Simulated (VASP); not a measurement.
# C (I4_1/amd) in VASP: single point with LDA

Aim: the single point of C with LDA.

Program: VASP 6.6.1. These are calculated values, not measurements. Logs are shortened: lines on timing, memory, paths and dates and some standing lists are left out, and cuts for length are marked.

## Step 1: The cell of the first run

The structure is tetragonal, space group I4_1/amd (No. 141). Conventional cell: a = 2.496 Å, b = 2.496 Å, c = 3.704 Å, α = 90.00°, β = 90.00°, γ = 90.00°. C (site symmetry -4m2) has 4 C at 1.55 Å within 2.1 Å.

## Step 2: Single point, LDA (5.77 Å³/atom)

INCAR

```
SYSTEM = C
PREC = Accurate ; ENCUT = 1300
EDIFF = 1E-6 ; ISMEAR = 0
SIGMA = 0.05 ; LREAL = .FALSE.
LASPH = .TRUE. ; NELM = 120
ALGO = Normal ; ISIF = 2
LWAVE = .FALSE. ; LCHARG = .FALSE.
GGA = CA ; NBANDS = 11
GGA_COMPAT = .FALSE.
```

KPOINTS

```
regular mesh
0
G
  12 12 12
  0 0 0
```

POSCAR

```
C
1.0
    0.0000000000      1.7650008455      1.8521918873
    1.7650008455      0.0000000000      1.8521918873
    1.7650008455      1.7650008455      0.0000000000
C
2
Direct
    0.5000000000      0.5000000000      0.5000000000
    0.7500000000      0.7500000000      0.7500000000
```

Potentials or basis: VASP PAW LDA potentials, release 64 (C_h).

Launch:

```console
> cat potpaw_LDA.64/C_h/POTCAR > POTCAR
> mpirun -np 1 vasp_std > vasp.out
```

OUTCAR:

```text
SYSTEM = C
   PREC = Accurate
   ENCUT = 1300
   EDIFF = 1E-6
   ISMEAR = 0
   LREAL = .FALSE.
   LASPH = .TRUE.
   NELM = 120
   ISIF = 2
   GGA = CA

 ion  position               nearest neighbor table
   1  0.500  0.500  0.500-
   2  0.750  0.750  0.750-

  LATTYP: Found a body centered tetragonal cell.
 ALAT       =     2.4960881333
 C/A-ratio  =     1.4840757124

  Lattice vectors:

 A1 = (  -1.7650008455,   0.0000000000,   1.8521918873)
 A2 = (   1.7650008455,   0.0000000000,   1.8521918873)
 A3 = (   0.0000000000,   1.7650008455,  -1.8521918873)

Analysis of symmetry for initial positions (statically):
=====================================================================
 Subroutine PRICEL returns:
 Original cell was already a primitive cell.

 Routine SETGRP: Setting up the symmetry group for a
 body centered tetragonal supercell.

 Subroutine GETGRP returns: Found 16 space group operations
 (whereof  8 operations were pure point group operations)
 out of a pool of 16 trial point group operations.

The static configuration has the point symmetry D_2d.
 The point group associated with its full space group is D_4h.

Analysis of symmetry for dynamics (positions and initial velocities):
=====================================================================
 Subroutine PRICEL returns:
 Original cell was already a primitive cell.

 Routine SETGRP: Setting up the symmetry group for a
 body centered tetragonal supercell.

 Subroutine GETGRP returns: Found 16 space group operations
 (whereof  8 operations were pure point group operations)
 out of a pool of 16 trial point group operations.

The dynamic configuration has the point symmetry D_2d.
 The point group associated with its full space group is D_4h.

 Subroutine INISYM returns: Found 16 space group operations
 (whereof  8 operations are pure point group operations),
 and found     1 'primitive' translations

----------------------------------------------------------------------------------------

                                     Primitive cell

  volume of cell :      11.5400

  direct lattice vectors                    reciprocal lattice vectors
     0.000000000  1.765000845  1.852191887    -0.283285983  0.283285983  0.269950432
     1.765000845  0.000000000  1.852191887     0.283285983 -0.283285983  0.269950432
     1.765000845  1.765000845  0.000000000     0.283285983  0.283285983 -0.269950432

  length of vectors
     2.558484468  2.558484468  2.496088133     0.483089156  0.483089156  0.483089156

  position of ions in fractional coordinates (direct lattice)
     0.500000000  0.500000000  0.500000000
     0.750000000  0.750000000  0.750000000

  ion indices of the primitive-cell ions
   primitive index   ion index
                 1           1
                 2           2

----------------------------------------------------------------------------------------

 KPOINTS: regular mesh

Automatic generation of k-mesh.
 Grid dimensions read from file:
 generate k-points for:   12   12   12

 Generating k-lattice:

  Cartesian coordinates                     Fractional coordinates (reciprocal lattice)
    -0.023607165  0.023607165  0.022495869     0.083333333  0.000000000  0.000000000
     0.023607165 -0.023607165  0.022495869     0.000000000  0.083333333  0.000000000
     0.023607165  0.023607165 -0.022495869    -0.000000000 -0.000000000  0.083333333

  Length of vectors
     0.040257430  0.040257430  0.040257430

  Shift w.r.t. Gamma in fractional coordinates (k-lattice)
     0.000000000  0.000000000  0.000000000

 Subroutine IBZKPT returns following result:
 ===========================================

 Found    163 irreducible k-points:

 Following reciprocal coordinates:
            Coordinates               Weight
  0.000000  0.000000  0.000000      1.000000
  0.083333 -0.000000  0.000000      8.000000
  0.166667 -0.000000  0.000000      8.000000
  0.250000  0.000000  0.000000      8.000000
  0.333333 -0.000000  0.000000      8.000000
  0.416667  0.000000  0.000000      8.000000
[... 16 lines left out ...]
  0.500000  0.166667  0.000000      8.000000
 -0.416667  0.166667  0.000000      8.000000
 [... further k-points ...]
   k-points           NKPTS =    163   k-points in BZ     NKDIM =    163   number of bands    NBANDS=     11
   number of dos      NEDOS =    301   number of ions     NIONS =      2
   total plane-waves  NPLWV =  27000
   dimension x,y,z NGX =    30 NGY =   30 NGZ =   30
   dimension x,y,z NGXF=    60 NGYF=   60 NGZF=   60
   ions per type =               2
   NGX,Y,Z   is equivalent  to a cutoff of  19.49, 19.49, 19.98 a.u.
   NGXF,Y,Z  is equivalent  to a cutoff of  38.99, 38.99, 39.96 a.u.
 SYSTEM =  C
   PREC   = accura    normal or accurate (medium, high low for compatibility)
   ISTART =      0    job   : 0-new  1-cont  2-samecut
   ICHARG =      2    charge: 1-file 2-atom 10-const
   ISPIN  =      1    spin polarized calculation?
   LNONCOLLINEAR =      F non collinear calculations
   LSORBIT =      F    spin-orbit coupling
   LASPH  =      T    aspherical Exc in radial PAW
   ENCUT  = 1300.0 eV  95.55 Ry    9.77 a.u.   7.52  7.52  7.34*2*pi/ulx,y,z
   NELM   =    120;   NELMIN=  2; NELMDL= -5     # of ELM steps
   EDIFF  = 0.1E-05   stopping-criterion for ELM
   LREAL  =      F    real-space projection
   EDIFFG = 0.1E-04   stopping-criterion for IOM
   NSW    =      0    number of steps for IOM
   IBRION =     -1    ionic relax: 0-MD 1-quasi-New 2-CG
   NFREE  =      0    steps in history (QN), initial steepest desc. (CG)
   ISIF   =      2    stress and relaxation
   ISYM   =      2    0-nonsym 1-usesym 2-fastsym
   POTIM  = 0.5000    time-step for ionic-motion
   TEBEG  =    0.0;   TEEND  =   0.0 temperature during run
   PSTRESS=    0.0 pullay stress
   NELECT =       8.0000    total number of electrons
   NUPDOWN=      -1.0000    fix difference up-down
   EMIN   =  10.00;   EMAX   =-10.00  energy-range for DOS
   EFERMI =   0.00;   METHOD = LEGACY
   ISMEAR =     0;   SIGMA  =   0.05  broadening in eV -4-tet -1-fermi 0-gaus
   EFERMI_NEDOS =   21; number of points for ismear=-14 and -15
   IALGO  =     38    algorithm
   IMIX   =      4    mixing-type and parameters
     AMIX     =   0.40;   BMIX     =  1.00
     AMIX_MAG =   1.60;   BMIX_MAG =  1.00
  volume/ion in A,a.u.               =       5.77        38.94
  Fermi-wavevector in a.u.,A,eV,Ry     =   1.448893  2.738010 28.562575  2.099290
  Thomas-Fermi vector in A             =   2.566682
   LORBIT       =      0    0 simple, 1 ext, 2 COOP (PROOUT), +10 PAW based schemes
   GGA     = CA    functional components
   LHFCALC =     F    Hartree Fock is set to
   AEXX    =    0.0000 exact exchange contribution
   IVDW    =     0    specifies the selected vdW correction
   LEPSILON=     F    determine dielectric tensor
   LRPA    =     F    only Hartree local field effects (RPA)
 non-spin polarized calculation
 Gauss-broadening in eV      SIGMA  =   0.05
  energy-cutoff  :     1300.00
  volume of cell :       11.54
 maximum number of plane-waves:      1267
   NGX = 15   NGY = 15   NGZ = 15

 number of electron       8.0000000 magnetization

 Free energy of the ion-electron system (eV)
  ---------------------------------------------------
  ext. energy  EPLUGINS =         0.00000000
  ---------------------------------------------------
  free energy    TOTEN  =       -20.18451600 eV

  energy without entropy =      -20.18451600  energy(sigma->0) =      -20.18451600

 E-fermi :  11.0961     XC(G=0): -13.5672

 val. band max:       10.8521503263   @ k =   0.0000   0.0000   0.0000
 cond. band min:      14.3363820456   @ k =   0.3333   0.0000   0.3333
 fundamental gap:      3.4842317193
 Fermi energy:        11.0960542620

 k-point     1 :       0.0000    0.0000    0.0000
  band No.  band energies     occupation
      1     -10.4920      2.00000
      2      10.0966      2.00000
      3      10.8522      2.00000
      4      10.8522      2.00000
      5      15.9228      0.00000
      6      15.9228      0.00000
      7      16.5043      0.00000
      8      23.7153      0.00000
      9      29.4079      0.00000
     10      35.4931      0.00000
     11      36.0895      0.00000

 k-point     2 :       0.0833   -0.0000    0.0000
  band No.  band energies     occupation
      1     -10.3020      2.00000
      2       9.2852      2.00000
      3      10.1464      2.00000
      4      10.5486      2.00000
      5      16.3470      0.00000
      6      16.4033      0.00000
      7      17.1060      0.00000
      8      23.8626      0.00000
      9      29.7148      0.00000
     10      33.5443      0.00000
     11      35.7236      0.00000

 k-point     3 :       0.1667   -0.0000    0.0000
  band No.  band energies     occupation
      1      -9.7340      2.00000
      2       6.9183      2.00000
      3       9.3214      2.00000
      4       9.8989      2.00000
      5      17.1861      0.00000
      6      17.2849      0.00000
      7      18.2224      0.00000
      8      24.2876      0.00000
      9      30.3297      0.00000
     10      32.3240      0.00000
     11      33.9114      0.00000
[... 267 lines left out ...]
 k-point    23 :       0.5000    0.1667    0.0000
  band No.  band energies     occupation
      1      -4.9366      2.00000
      2      -1.0690      2.00000
      3       5.1902      2.00000
      4       7.1650      2.00000
      5      18.1079      0.00000
      6      21.2138      0.00000
      7      21.2777      0.00000
      8      25.0547      0.00000
      9      30.0976      0.00000
     10      33.4132      0.00000
     11      36.8194      0.00000

 k-point    24 :      -0.4167    0.1667    0.0000
  band No.  band energies     occupation
      1      -4.2902      2.00000
      2      -1.8338      2.00000
      3       4.7468      2.00000
      4       7.5552      2.00000
      5      18.5851      0.00000
      6      20.7021      0.00000
      7      21.1936      0.00000
      8      25.7265      0.00000
      9      29.8591      0.00000
     10      34.3569      0.00000
     11      34.5658      0.00000

 [... further k-points ...]

------------------------ aborting loop because EDIFF is reached ----------------------------------------

  FORCE on cell =-STRESS in cart. coord.  units (eV):
  Direction    XX          YY          ZZ          XY          YZ          ZX
  --------------------------------------------------------------------------------------
  -------------------------------------------------------------------------------------
  Total       -0.2786329     -0.2786329     -3.5871470      0.0000000     -0.0000000     -0.0000000
  in kB      -38.6845205    -38.6845205   -498.0282181      0.0000000     -0.0000000     -0.0000000
  external PRESSURE =    -191.7990864 kB  Pullay stress =       0.0000000 kB

 VOLUME and BASIS-vectors are now :
 -----------------------------------------------------------------------------
  energy-cutoff  :     1300.00
  volume of cell :       11.54
      direct lattice vectors                 reciprocal lattice vectors
     0.000000000  1.765000845  1.852191887    -0.283285983  0.283285983  0.269950432
     1.765000845  0.000000000  1.852191887     0.283285983 -0.283285983  0.269950432
     1.765000845  1.765000845  0.000000000     0.283285983  0.283285983 -0.269950432

 POSITION                                       TOTAL-FORCE (eV/Angst)
 -----------------------------------------------------------------------------------
      1.76500      1.76500      1.85219        -0.000000     -0.000000      0.000000
      2.64750      2.64750      2.77829         0.000000      0.000000      0.000000
 -----------------------------------------------------------------------------------
    total drift:                                0.000000     -0.000000     -0.000000

  FREE ENERGIE OF THE ION-ELECTRON SYSTEM (eV)
  ---------------------------------------------------
  free  energy   TOTEN  =       -20.1845160007 eV

  energy  without entropy=      -20.1845160007  energy(sigma->0) =      -20.18451600
```

It took 32 s on 1 thread of AMD EPYC 9R45 (Zen 5), shared host; peak memory 0.15 GiB.

Results:

| Item | Value |
| --- | --- |
| Free energy | -20.1845 eV |
| Pressure | -19.2 GPa |
| Band gap on the k mesh | 3.48 eV (least direct gap 5.07 eV) |

Caveat: the stress differs along the axes, from -50 to -4 GPa. A hybrid or GW would open this gap; LDA tends to underestimate it.
